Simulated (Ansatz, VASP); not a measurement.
**Two plane-wave programs on Sn2PbS3**

```
CELL_PARAMETERS angstrom
0.00000 0.00000 -4.17454
6.22016 -5.99398 0.00000
-6.22016 -5.99398 0.00000
ATOMIC_POSITIONS crystal
Sn 0.25000 0.03622 0.70518
Sn 0.25000 0.70518 0.03622
Sn 0.75000 0.29482 0.96378
Sn 0.75000 0.96378 0.29482
Pb 0.25000 0.36831 0.36831
Pb 0.75000 0.63169 0.63169
S 0.25000 0.14461 0.14461
S 0.25000 0.82348 0.48293
S 0.25000 0.48293 0.82348
S 0.75000 0.85539 0.85539
S 0.75000 0.51707 0.17652
S 0.75000 0.17652 0.51707
```

Alike in both runs: task single point; functional PBE; k mesh 4 × 2 × 2; occupations gaussian, width 0.1 eV; no spin polarisation.

|  | VASP | Ansatz |
| --- | --- | --- |
| version | VASP 6.6.1 | Ansatz 0.2.0 |
| potentials or method | VASP PAW PBE potentials, release 64 (Sn_d, Pb_d, S), cutoff 520 eV | scalar-relativistic, plane waves, PAW |
| valence electrons in the cell | 120 | 120 |

|  | VASP | Ansatz | Ansatz less VASP |
| --- | --- | --- | --- |
| gap on the k mesh at the Fermi level (eV) | 0.76 | 0.77 | +0.010 |
| least direct gap on the mesh (eV) | 0.92 | 0.93 | +0.005 |
| pressure (GPa) | 0.0 | 0.1 | +0.05 |
| traceless stress, the component that is largest in VASP (GPa) | 0.12 | 0.14 | +0.022 |
| rms of the force components (eV/Å) | 0.017 | 0.016 | -0.0016 |

Atom by atom the forces differ by 0.002 eV/Å (rms over components). The functional is the same, so the differences come from potentials, cutoffs and numerics.

Spin-orbit coupling is off throughout.
